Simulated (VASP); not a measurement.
Here is a VASP 6.6.1 calculation.

File INCAR:

```
ALGO = Normal ; EDIFF = 1E-6
ENCUT = 500 ; GGA = PE
GGA_COMPAT = False ; ISIF = 2
ISMEAR = 1 ; LASPH = True
LCHARG = True ; LELF = True
LREAL = False ; LVHAR = True
LWAVE = False ; NBANDS = 9
NELM = 120 ; PREC = Accurate
SIGMA = 0.05
```

Contents of KPOINTS:

```
k-points
0
Gamma
  6 6 6
```

The input POSCAR:

```
S
1.0
    1.6385000000      0.9459884161      0.8613333333
   -1.6385000000      0.9459884161      0.8613333333
    0.0000000000     -1.8919768321      0.8613333333
S
1
Direct
    0.0000000000      0.0000000000      0.0000000000
```

Potentials or basis: VASP PAW PBE potentials, release 64 (S).

Launch:

```sh
$ cat potpaw_PBE.64/S/POTCAR > POTCAR
$ mpirun -np 1 vasp_std > vasp.out
```

(1) Predict the band gap on the k mesh.

(2) Predict the pressure.

Results:

(1) zero (bands 3 and 4 overlap by 13.39 eV).

(2) 210.9 GPa.

Caveat: the k points lie up to 0.55 Å⁻¹ apart, too coarse for converged energies and pressures of a metal.
